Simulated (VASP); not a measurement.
# ZrH (P4_2/mmc) in VASP: a series of runs

Runs on ZrH. Level: PBEsol. Tasks: single point.

Program: VASP 6.6.1. These are calculated values, not measurements. Logs are shortened: lines on timing, memory, paths and dates and some standing lists are left out, and cuts for length are marked.

## Step 1: The cell of the first run

The structure is tetragonal, space group P4_2/mmc (No. 131). The conventional cell has a = 3.153 Å, b = 3.153 Å, c = 4.957 Å, α = 90.00°, β = 90.00°, γ = 90.00°. Within 2.7 Å of Zr (site symmetry mmm) lie 4 H at 2.01 Å. Within 2.7 Å of H (site symmetry -4m2) lie 4 Zr at 2.01 Å and 2 H at 2.48 Å.

## Step 2: Single point, PBEsol (12.32 Å³/atom)

Contents of INCAR:

```
SYSTEM = ZrH
PREC     = Accurate       ! precision mode
ENCUT    = 520            ! plane-wave cutoff, eV
EDIFF    = 1E-7           ! SCF threshold, eV
ISMEAR   = 0              ! smearing method
SIGMA    = 0.1            ! smearing width, eV
LREAL    = .False.        ! projectors in reciprocal space
LASPH    = .True.         ! aspherical terms in the spheres
NELM     = 60             ! most SCF steps
ALGO     = Normal         ! electronic algorithm
ISIF     = 2              ! what is computed and relaxed
LWAVE    = .False.        ! write WAVECAR
LCHARG   = .True.         ! write CHGCAR
GGA      = PS             ! functional
LELF     = .True.         ! ELF
LVHAR    = .True.       
NBANDS   = 21             ! bands
```

Contents of KPOINTS:

```
Automatic mesh
0
Gamma
  14 14 8
  0 0 0
```

Contents of POSCAR:

```
ZrH
1.0
    3.1527598587      0.0000000000      0.0000000000
    0.0000000000      3.1527598587      0.0000000000
    0.0000000000      0.0000000000      4.9566841453
Zr H
2 2
Direct
    0.0000000000      0.5000000000      0.0000000000
    0.5000000000      0.0000000000      0.5000000000
    0.0000000000      0.0000000000      0.7500000000
    0.0000000000      0.0000000000      0.2500000000
```

Potentials or basis: VASP PAW PBE potentials, release 64 (Zr_sv, H).

Run with:

```bash
> cat potpaw_PBE.64/Zr_sv/POTCAR potpaw_PBE.64/H/POTCAR > POTCAR
> mpirun -np 1 vasp_std > vasp.out
```

OUTCAR:

```text
SYSTEM = ZrH
   PREC = Accurate
   ENCUT = 520
   EDIFF = 1E-7
   ISMEAR = 0
   LREAL = .False.
   LASPH = .True.
   NELM = 60
   ISIF = 2
   GGA = PS

 ion  position               nearest neighbor table
   1  0.000  0.500  0.000-   3 2.01   4 2.01   3 2.01   4 2.01   2 3.33   2 3.33   2 3.33   2 3.33
                             2 3.33   2 3.33   2 3.33   2 3.33
   2  0.500  0.000  0.500-   3 2.01   4 2.01   3 2.01   4 2.01   1 3.33   1 3.33   1 3.33   1 3.33
                             1 3.33   1 3.33   1 3.33   1 3.33
   3  0.000  0.000  0.750-   1 2.01   2 2.01   1 2.01   2 2.01
   4  0.000  0.000  0.250-   1 2.01   2 2.01   1 2.01   2 2.01

  LATTYP: Found a simple tetragonal cell.
 ALAT       =     3.1527598587
 C/A-ratio  =     1.5721730698

  Lattice vectors:

 A1 = (   3.1527598587,   0.0000000000,   0.0000000000)
 A2 = (   0.0000000000,   3.1527598587,   0.0000000000)
 A3 = (   0.0000000000,   0.0000000000,   4.9566841453)

Analysis of symmetry for initial positions (statically):
=====================================================================
 Subroutine PRICEL returns:
 Original cell was already a primitive cell.

 Routine SETGRP: Setting up the symmetry group for a
 simple tetragonal supercell.

 Subroutine GETGRP returns: Found 16 space group operations
 (whereof  8 operations were pure point group operations)
 out of a pool of 16 trial point group operations.

The static configuration has the point symmetry D_2h.
 The point group associated with its full space group is D_4h.

Analysis of symmetry for dynamics (positions and initial velocities):
=====================================================================
 Subroutine PRICEL returns:
 Original cell was already a primitive cell.

 Routine SETGRP: Setting up the symmetry group for a
 simple tetragonal supercell.

 Subroutine GETGRP returns: Found 16 space group operations
 (whereof  8 operations were pure point group operations)
 out of a pool of 16 trial point group operations.

The dynamic configuration has the point symmetry D_2h.
 The point group associated with its full space group is D_4h.

 Subroutine INISYM returns: Found 16 space group operations
 (whereof  8 operations are pure point group operations),
 and found     1 'primitive' translations

----------------------------------------------------------------------------------------

                                     Primitive cell

  volume of cell :      49.2689

  direct lattice vectors                    reciprocal lattice vectors
     3.152759859  0.000000000  0.000000000     0.317182419  0.000000000  0.000000000
     0.000000000  3.152759859  0.000000000     0.000000000  0.317182419  0.000000000
     0.000000000  0.000000000  4.956684145     0.000000000  0.000000000  0.201747775

  length of vectors
     3.152759859  3.152759859  4.956684145     0.317182419  0.317182419  0.201747775

  position of ions in fractional coordinates (direct lattice)
     0.000000000  0.500000000  0.000000000
     0.500000000  0.000000000  0.500000000
     0.000000000  0.000000000  0.750000000
     0.000000000  0.000000000  0.250000000

  ion indices of the primitive-cell ions
   primitive index   ion index
                 1           1
                 2           2
                 3           3
                 4           4

----------------------------------------------------------------------------------------

 KPOINTS: Automatic mesh

Automatic generation of k-mesh.
 Grid dimensions read from file:
 generate k-points for:   14   14    8

 Generating k-lattice:

  Cartesian coordinates                     Fractional coordinates (reciprocal lattice)
     0.022655887  0.000000000  0.000000000     0.071428571  0.000000000  0.000000000
     0.000000000  0.022655887  0.000000000     0.000000000  0.071428571  0.000000000
     0.000000000  0.000000000  0.025218472     0.000000000  0.000000000  0.125000000

  Length of vectors
     0.022655887  0.022655887  0.025218472

  Shift w.r.t. Gamma in fractional coordinates (k-lattice)
     0.000000000  0.000000000  0.000000000

 Subroutine IBZKPT returns following result:
 ===========================================

 Found    180 irreducible k-points:

 Following reciprocal coordinates:
            Coordinates               Weight
  0.000000  0.000000  0.000000      1.000000
  0.071429  0.000000  0.000000      4.000000
  0.142857  0.000000  0.000000      4.000000
  0.214286  0.000000  0.000000      4.000000
  0.285714  0.000000  0.000000      4.000000
  0.357143  0.000000  0.000000      4.000000
[... 16 lines left out ...]
  0.285714  0.214286  0.000000      8.000000
  0.357143  0.214286  0.000000      8.000000
 [... further k-points ...]
   k-points           NKPTS =    180   k-points in BZ     NKDIM =    180   number of bands    NBANDS=     21
   number of dos      NEDOS =    301   number of ions     NIONS =      4
   total plane-waves  NPLWV =  23040
   dimension x,y,z NGX =    24 NGY =   24 NGZ =   40
   dimension x,y,z NGXF=    48 NGYF=   48 NGZF=   80
   ions per type =               2   2
   NGX,Y,Z   is equivalent  to a cutoff of  12.66, 12.66, 13.42 a.u.
   NGXF,Y,Z  is equivalent  to a cutoff of  25.31, 25.31, 26.83 a.u.
 SYSTEM =  ZrH
   PREC   = accura    normal or accurate (medium, high low for compatibility)
   ISTART =      0    job   : 0-new  1-cont  2-samecut
   ICHARG =      2    charge: 1-file 2-atom 10-const
   ISPIN  =      1    spin polarized calculation?
   LNONCOLLINEAR =      F non collinear calculations
   LSORBIT =      F    spin-orbit coupling
   LASPH  =      T    aspherical Exc in radial PAW
   ENCUT  =  520.0 eV  38.22 Ry    6.18 a.u.   5.86  5.86  9.22*2*pi/ulx,y,z
   NELM   =     60;   NELMIN=  2; NELMDL= -5     # of ELM steps
   EDIFF  = 0.1E-06   stopping-criterion for ELM
   LREAL  =      F    real-space projection
   EDIFFG = 0.1E-05   stopping-criterion for IOM
   NSW    =      0    number of steps for IOM
   IBRION =     -1    ionic relax: 0-MD 1-quasi-New 2-CG
   NFREE  =      0    steps in history (QN), initial steepest desc. (CG)
   ISIF   =      2    stress and relaxation
   ISYM   =      2    0-nonsym 1-usesym 2-fastsym
   POTIM  = 0.5000    time-step for ionic-motion
   TEBEG  =    0.0;   TEEND  =   0.0 temperature during run
   PSTRESS=    0.0 pullay stress
   NELECT =      26.0000    total number of electrons
   NUPDOWN=      -1.0000    fix difference up-down
   EMIN   =  10.00;   EMAX   =-10.00  energy-range for DOS
   EFERMI =   0.00;   METHOD = LEGACY
   ISMEAR =     0;   SIGMA  =   0.10  broadening in eV -4-tet -1-fermi 0-gaus
   EFERMI_NEDOS =   21; number of points for ismear=-14 and -15
   IALGO  =     38    algorithm
   IMIX   =      4    mixing-type and parameters
     AMIX     =   0.40;   BMIX     =  1.00
     AMIX_MAG =   1.60;   BMIX_MAG =  1.00
  volume/ion in A,a.u.               =      12.32        83.12
  Fermi-wavevector in a.u.,A,eV,Ry     =   1.322944  2.500002 23.812671  1.750182
  Thomas-Fermi vector in A             =   2.452589
   LORBIT       =      0    0 simple, 1 ext, 2 COOP (PROOUT), +10 PAW based schemes
   GGA     = PS    functional components
   LHFCALC =     F    Hartree Fock is set to
   AEXX    =    0.0000 exact exchange contribution
   IVDW    =     0    specifies the selected vdW correction
   LEPSILON=     F    determine dielectric tensor
   LRPA    =     F    only Hartree local field effects (RPA)
 non-spin polarized calculation
 Gauss-broadening in eV      SIGMA  =   0.10
  energy-cutoff  :      520.00
  volume of cell :       49.27
 maximum number of plane-waves:      1360
 NGX is ok and might be reduce to    24
   NGX = 11   NGY = 11   NGZ = 19

 number of electron      26.0000001 magnetization

 Free energy of the ion-electron system (eV)
  ---------------------------------------------------
  ext. energy  EPLUGINS =         0.00000000
  ---------------------------------------------------
  free energy    TOTEN  =       -26.64592927 eV

  energy without entropy =      -26.63796198  energy(sigma->0) =      -26.64194563

 E-fermi :   8.6475     XC(G=0): -11.4092

 val. band max:        8.6376488984   @ k =   0.0714   0.0000   0.0000
 cond. band min:       8.6507354967   @ k =   0.5000   0.1429   0.1250
 fundamental gap:      0.0130865983
 Fermi energy:         8.6475021030

 k-point     1 :       0.0000    0.0000    0.0000
  band No.  band energies     occupation
      1     -39.9951      2.00000
      2     -39.8671      2.00000
      3     -18.4909      2.00000
      4     -17.8385      2.00000
      5     -17.8385      2.00000
      6     -17.6582      2.00000
[... 13 lines left out ...]
     20      13.7487      0.00000
     21      15.0270      0.00000

 k-point     2 :       0.0714    0.0000    0.0000
  band No.  band energies     occupation
      1     -39.9906      2.00000
      2     -39.8657      2.00000
      3     -18.4768      2.00000
      4     -17.8717      2.00000
      5     -17.8336      2.00000
      6     -17.6643      2.00000
[... 13 lines left out ...]
     20      13.6978      0.00000
     21      15.4568      0.00000

 k-point     3 :       0.1429    0.0000    0.0000
  band No.  band energies     occupation
      1     -39.9776      2.00000
      2     -39.8619      2.00000
      3     -18.4357      2.00000
      4     -17.9642      2.00000
      5     -17.8193      2.00000
      6     -17.7289      2.00000
[... 13 lines left out ...]
     20      13.8346      0.00000
     21      16.1801      0.00000
[... 457 lines left out ...]
 k-point    23 :       0.2857    0.2143    0.0000
  band No.  band energies     occupation
      1     -39.9024      2.00000
      2     -39.8392      2.00000
      3     -18.2693      2.00000
      4     -18.1969      2.00000
      5     -18.0371      2.00000
      6     -17.9733      2.00000
[... 13 lines left out ...]
     20      15.5143      0.00000
     21      15.8257      0.00000

 k-point    24 :       0.3571    0.2143    0.0000
  band No.  band energies     occupation
      1     -39.8808      2.00000
      2     -39.8366      2.00000
      3     -18.3899      2.00000
      4     -18.1479      2.00000
      5     -18.1175      2.00000
      6     -17.9614      2.00000
[... 13 lines left out ...]
     20      15.4987      0.00000
     21      16.2244      0.00000

 [... further k-points ...]

------------------------ aborting loop because EDIFF is reached ----------------------------------------

  FORCE on cell =-STRESS in cart. coord.  units (eV):
  Direction    XX          YY          ZZ          XY          YZ          ZX
  --------------------------------------------------------------------------------------
  -------------------------------------------------------------------------------------
  Total        1.2255995      1.2255995      1.2282115      0.0000000      0.0000000      0.0000000
  in kB       39.8553050     39.8553050     39.9402448      0.0000000      0.0000000      0.0000000
  external PRESSURE =      39.8836183 kB  Pullay stress =       0.0000000 kB

 VOLUME and BASIS-vectors are now :
 -----------------------------------------------------------------------------
  energy-cutoff  :      520.00
  volume of cell :       49.27
      direct lattice vectors                 reciprocal lattice vectors
     3.152759859  0.000000000  0.000000000     0.317182419  0.000000000  0.000000000
     0.000000000  3.152759859  0.000000000     0.000000000  0.317182419  0.000000000
     0.000000000  0.000000000  4.956684145     0.000000000  0.000000000  0.201747775

 POSITION                                       TOTAL-FORCE (eV/Angst)
 -----------------------------------------------------------------------------------
      0.00000      1.57638      0.00000         0.000000      0.000000     -0.000000
      1.57638      0.00000      2.47834         0.000000      0.000000     -0.000000
      0.00000      0.00000      3.71751        -0.000000      0.000000      0.000000
      0.00000      0.00000      1.23917         0.000000     -0.000000      0.000000
 -----------------------------------------------------------------------------------
    total drift:                                0.000000      0.000000     -0.000000

  FREE ENERGIE OF THE ION-ELECTRON SYSTEM (eV)
  ---------------------------------------------------
  free  energy   TOTEN  =       -26.6459292741 eV

  energy  without entropy=      -26.6379619791  energy(sigma->0) =      -26.64194563
```

It took 69 s on 1 thread of Intel Xeon Platinum 8559C (Emerald Rapids), shared host; peak memory 0.27 GiB.

What came out:

```
Free energy            : -26.6459 eV
Pressure               : 4.0 GPa
Band gap on the k mesh : zero (bands 13 and 14 overlap by 0.90 eV)
```

Caveat: the cell stands under pressure; the PAW data sets were made with another functional, which shifts forces and pressure a little.

## Step 3: Single point, PBEsol

This run uses another cell than the first one, of 12.70 Å³/atom.

Contents of INCAR:

```
SYSTEM = ZrH
  PREC = Accurate
  ENCUT = 520
  EDIFF = 1E-6
  ISMEAR = 0
  SIGMA = 0.1
  LREAL = .FALSE.
  LASPH = .TRUE.
  NELM = 80
  ALGO = Normal
  ISIF = 2
  LWAVE = .FALSE.
  LCHARG = .FALSE.
  GGA = PS
  NBANDS = 21
```

Contents of KPOINTS:

```
Automatic mesh
0
G
  14 14 8
  0 0 0
```

Contents of POSCAR:

```
ZrH
1.0
    3.1902763254      0.0000000000      0.0000000000
    0.0000000000      3.1902763254      0.0000000000
    0.0000000000      0.0000000000      4.9905072829
Zr H
2 2
Direct
    0.0000000000      0.5000000000      0.0000000000
    0.5000000000      0.0000000000      0.5000000000
    0.0000000000      0.0000000000      0.7500000000
    0.0000000000      0.0000000000      0.2500000000
```

Potentials or basis: VASP PAW PBE potentials, release 64 (Zr_sv, H).

Run with:

```bash
> cat potpaw_PBE.64/Zr_sv/POTCAR potpaw_PBE.64/H/POTCAR > POTCAR
> mpirun -np 1 vasp_std > vasp.out
```

It took 55 s on 1 thread of Intel Xeon Platinum 8559C (Emerald Rapids), shared host; peak memory 0.28 GiB.

The run converged. Its results:

| Item | Value |
| --- | --- |
| Free energy | -26.6662 eV |
| Pressure | 0.1 GPa |
| Band gap on the k mesh | zero (bands 13 and 14 overlap by 0.91 eV) |

Levels at points of the mesh, in eV from the Fermi level:
```csv
k point,band 10,band 11,band 12,band 13,band 14,band 15,band 16,band 17
"(0.00, 0.00, 0.00)",-3.49,-3.07,-2.87,-0.05,0.81,0.81,2.16,3.64
"(0.50, 0.00, 0.00)",-5.48,-1.89,-0.82,-0.55,-0.25,1.80,2.05,2.44
"(0.50, 0.50, 0.00)",-3.70,-2.97,-2.97,-1.90,3.10,3.98,4.44,4.44
"(0.00, 0.00, 0.50)",-6.71,-1.77,-1.77,-0.08,-0.08,1.94,1.94,2.54
"(0.50, 0.00, 0.50)",-3.91,-2.81,-0.24,0.18,0.63,0.75,1.26,4.14
"(0.50, 0.50, 0.50)",-5.43,-2.05,-2.05,-0.28,-0.28,1.61,1.61,5.47
```

Caveat: the PAW data sets were made with another functional, which shifts forces and pressure a little.
